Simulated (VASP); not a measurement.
Here is a VASP 6.6.1 calculation.

INCAR

```
PREC = Accurate ; ENCUT = 520
EDIFF = 1E-7 ; ISMEAR = 0
SIGMA = 0.02 ; LREAL = False
LASPH = True ; NELM = 100
ALGO = Normal ; ISIF = 2
LWAVE = False ; LCHARG = True
GGA = PE ; LELF = True
LVHAR = True ; NBANDS = 16
```

Contents of KPOINTS:

```
Automatic mesh
0
Gamma
  9 9 6
```

POSCAR

```
CdS
1.0
    4.1493991094      0.0000000000      0.0000000000
   -2.0746995548      3.5934850392      0.0000000000
    0.0000000000      0.0000000000      5.4778042956
Cd S
1 1
Direct
    0.0000000000      0.0000000000      0.4375232249
    0.6666666700      0.3333333300      0.4394767751
```

Potentials or basis: VASP PAW PBE potentials, release 64 (Cd, S).

Command:

```bash
$ cat potpaw_PBE.64/Cd/POTCAR potpaw_PBE.64/S/POTCAR > POTCAR
$ mpirun -np 1 vasp_std > vasp.out
```

Q: What does it give for the largest force?

A: 0.005 eV/Å.

Q: Predict the band gap on the k mesh.

A: 1.58 eV (least direct gap 1.59 eV).

Forces in eV/Å, atoms in the order of the input:
```
Cd   0.000  0.000 -0.005
S    0.000  0.000  0.005
```

Caveat: the cell differs from its parent crystal (strained); an odd mesh through Γ misses points on the zone boundary, where band edges can lie.
